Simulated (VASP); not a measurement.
Wanted: the native input for a VASP 6.6.1 run.

```yaml
Task: single point
Functional: PBEsol
Potentials_or_basis: VASP PAW PBE potentials, release 64 (Sb, Ga_d)
Cutoff: 520 eV
k_mesh: 8 × 8 × 8
Occupations: fermi-dirac, width 0.05 eV
Spin: non-collinear spin, zero start, spin-orbit coupling
Starting_moments: "[[0.0, 0.0, 0.0], [0.0, 0.0, 0.0]] μB"
Dipole_correction: no
Further_INCAR_settings: ALGO = Normal; EDIFF = 1e-06; NBANDS = 30
```

The structure of GaSb lies in POSCAR:

```
GaSb
1.0
    0.0000000000      3.0792588685      3.0792588685
    3.0792588685      0.0000000000      3.0792588685
    3.0792588685      3.0792588685      0.0000000000
Sb Ga
1 1
Direct
    0.7500000000      0.7500000000      0.7500000000
    0.0000000000      0.0000000000      0.0000000000
```

These files were run (other wordings do the same):

INCAR

```
  PREC = Accurate
  ENCUT = 520
  EDIFF = 1E-6
  ISMEAR = -1
  SIGMA = 0.05
  LREAL = False
  LASPH = True
  NELM = 150
  ALGO = Normal
  ISIF = 2
  LWAVE = False
  LCHARG = True
  MAGMOM = 0 0 0 0 0 0
  LORBIT = 11
  LSORBIT = True
  GGA_COMPAT = False
  LORBMOM = True
  GGA = PS
  LVHAR = True
  NBANDS = 30
```

KPOINTS

```
Automatic mesh
0
Gamma
  8 8 8
```

Potentials or basis: VASP PAW PBE potentials, release 64 (Sb, Ga_d).

The run is started by

```console
$ cat potpaw_PBE.64/Sb/POTCAR potpaw_PBE.64/Ga_d/POTCAR > POTCAR
$ mpirun -np 1 vasp_ncl > vasp.out
```

It gave:

The pressure is -1.0 GPa, the net moment is 0.00 μB per cell and the valence electrons inside the program's atomic spheres are Sb 2.48; Ga 11.62.

Caveat: the PAW data sets were made with another functional, which shifts forces and pressure a little.

Wall time 3.2 min on 1 thread of Intel(R) Xeon(R) Platinum 8375C CPU @ 2.90GHz (Ice Lake), with other jobs on the host, peak memory 0.35 GiB.
